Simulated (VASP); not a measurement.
KBr:

```
CELL_PARAMETERS angstrom
0.00000 3.30244 3.30244
3.30244 0.00000 3.30244
3.30244 3.30244 0.00000
ATOMIC_POSITIONS crystal
K 0.00000 0.00000 0.00000
Br 0.50000 0.50000 0.50000
```

Base run:

| Quantity | Value |
| --- | --- |
| Program | VASP 6.6.1 |
| Functional | PBE |
| Potentials or basis | VASP PAW PBE potentials, release 64 (K_sv, Br) |
| Cutoff | 520 eV |
| k mesh | 6 × 6 × 6 |
| Occupations | gaussian, width 0.01 eV |
| Spin | no spin polarisation |

Its results: band gap on the k mesh 4.43 eV; pressure 0.7 GPa.

Q: The run is repeated on the same cell with these changes: functional from PBE to HSE06; k mesh from 6 × 6 × 6 to 4 × 4 × 4. What comes out?

A: Band gap on the k mesh 5.59 eV; pressure 0.4 GPa.

Several settings changed at once.

Caveats: the PAW data sets were made with another functional, which shifts forces and pressure a little (at least some runs).

